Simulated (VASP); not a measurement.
Here is a VASP 6.6.1 calculation.

The input INCAR:

```
SYSTEM = SnTe
PREC = Accurate
ENCUT = 520
EDIFF = 1E-6
ISMEAR = -1
SIGMA = 0.05
LREAL = .False.
LASPH = .True.
NELM = 150
ALGO = Normal
ISIF = 2
LWAVE = .False.
LCHARG = .False.
MAGMOM = 0 0 0 0 0 0
LORBIT = 11
LSORBIT = .True.
GGA_COMPAT = .False.
LORBMOM = .True.
GGA = PS
NBANDS = 32
```

The input KPOINTS:

```
regular mesh
0
Gamma
  6 6 6
  0 0 0
```

Contents of POSCAR:

```
SnTe
1.0
    0.0000000000      3.6111460000      3.6111460000
    3.6111460000      0.0000000000      3.6111460000
    3.6111460000      3.6111460000      0.0000000000
Te Sn
1 1
Direct
    0.2500000000      0.2500000000      0.2500000000
    0.0000000000      0.0000000000      0.0000000000
```

Potentials or basis: VASP PAW PBE potentials, release 64 (Te, Sn_d).

Launch:

```sh
$ cat potpaw_PBE.64/Te/POTCAR potpaw_PBE.64/Sn_d/POTCAR > POTCAR
$ mpirun -np 1 vasp_ncl > vasp.out
```

(1) Estimate the net moment.

(2) Predict the pressure.

Results:

(1) 0.00 μB per cell.

(2) -1.4 GPa.

Caveat: the PAW data sets were made with another functional, which shifts forces and pressure a little.
